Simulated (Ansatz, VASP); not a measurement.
## One calculation of Bi, two programs

File INCAR:

```
PREC     = Accurate       # precision mode
ENCUT    = 520            # plane-wave cutoff, eV
EDIFF    = 1E-6           # SCF threshold, eV
ISMEAR   = 0              # smearing method
SIGMA    = 0.15           # smearing width, eV
LREAL    = F              # projectors in reciprocal space
LASPH    = T              # aspherical terms in the spheres
NELM     = 100            # most SCF steps
ALGO     = Fast           # electronic algorithm
ISIF     = 2              # what is computed and relaxed
LWAVE    = F              # write WAVECAR
LCHARG   = F              # write CHGCAR
GGA      = PS             # functional
NBANDS   = 22             # bands
```

The input KPOINTS:

```
regular mesh
0
Gamma
  12 12 12
```

POSCAR

```
Bi
1.0
    2.2389046832      1.2926322216      4.0133100000
   -2.2389046832      1.2926322216      4.0133100000
    0.0000000000     -2.5852644431      4.0133100000
Bi
2
Direct
    0.2338900000      0.2338900000      0.2338900000
    0.7661100000      0.7661100000      0.7661100000
```

Input for Ansatz:

```yaml
crystal:
  lattice:
    - [2.2389046832, 1.2926322216, 4.01331]
    - [-2.2389046832, 1.2926322216, 4.01331]
    - [0.0, -2.5852644431, 4.01331]
  atoms:
    - { symbol: Bi, position: [0.23389, 0.23389, 0.23389] }
    - { symbol: Bi, position: [0.76611, 0.76611, 0.76611] }
basis:
  ecutwfc: 420
kpoints:
  mp_grid: { grid: [12, 12, 12] }
hamiltonian:
  xc: pbesol
scf:
  occupations: { method: gaussian, width: 0.15 }
output:
  forces: true
  stress: true
  eigenvalues: true
  write_density: true
  write_potential: true
  elf: true
  volumetric_format: npy
```

Change from the starting cell: strain -0.015 along x and y, +0.015 along z, atoms carried along.

Alike in both runs: task single point; functional PBEsol; k mesh 12 × 12 × 12; occupations gaussian, width 0.15 eV; no spin polarisation.

|  | VASP | Ansatz |
| --- | --- | --- |
| version | VASP 6.6.1 | Ansatz 0.2.0 |
| potentials or method | VASP PAW PBE potentials, release 64 (Bi_d), cutoff 520 eV | scalar-relativistic, plane waves, PAW |
| valence electrons in the cell | 30 | 30 |

```tsv
	VASP	Ansatz	Ansatz less VASP
gap on the k mesh at the Fermi level (eV)	none	none	-
pressure (GPa)	0.2	0.3	+0.05
traceless stress, the component that is largest in VASP (GPa)	-0.54	-0.54	0.000
rms of the force components (eV/Å)	0.090	0.086	-0.0034
```

VASP's potentials were made for PBE, not for PBEsol. Atom by atom the forces differ by 0.003 eV/Å (rms over components). A gap of «none» marks a metal or a gap that the smearing closes.

Neither program's run includes spin-orbit coupling.
